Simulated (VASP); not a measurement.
Crystal: Pb.

```
CELL_PARAMETERS angstrom
0.00000 2.47500 2.47500
2.47500 0.00000 2.47500
2.47500 2.47500 0.00000
ATOMIC_POSITIONS crystal
Pb 0.00000 0.00000 0.00000
```

```yaml
Program: VASP 6.6.1
Task: relaxation of cell and atoms
Functional: LDA
Potentials_or_basis: VASP PAW LDA potentials, release 64 (Pb_d)
Cutoff: 500 eV
k_mesh: 7 × 7 × 7
Occupations: methfessel-paxton, width 0.05 eV
Spin: no spin polarisation
```

At the start: pressure -1.6 GPa; volume 30.32 Å³/atom.

Task: Where does the relaxation end?

Result: Over 3 steps the energy falls by 4.8 meV/atom and the volume is 29.38 Å³/atom (-3.1 %); space group Fm-3m (No. 225, to 0.1 Å) before and after.

The path:
| step | energy change (eV) | largest force (eV/Å) | pressure (GPa) | volume (Å³) |
| --- | --- | --- | --- | --- |
| 1 | 0.0000 | 0.0000 | -1.55 | 30.32 |
| 2 | -0.0041 | 0.0000 | 0.65 | 29.05 |
| 3 | -0.0048 | 0.0000 | 0.01 | 29.38 |

Final structure:
```
CELL_PARAMETERS angstrom
0.00000 2.44917 2.44917
2.44917 0.00000 2.44917
2.44917 2.44917 0.00000
ATOMIC_POSITIONS crystal
Pb 0.00000 0.00000 0.00000
```
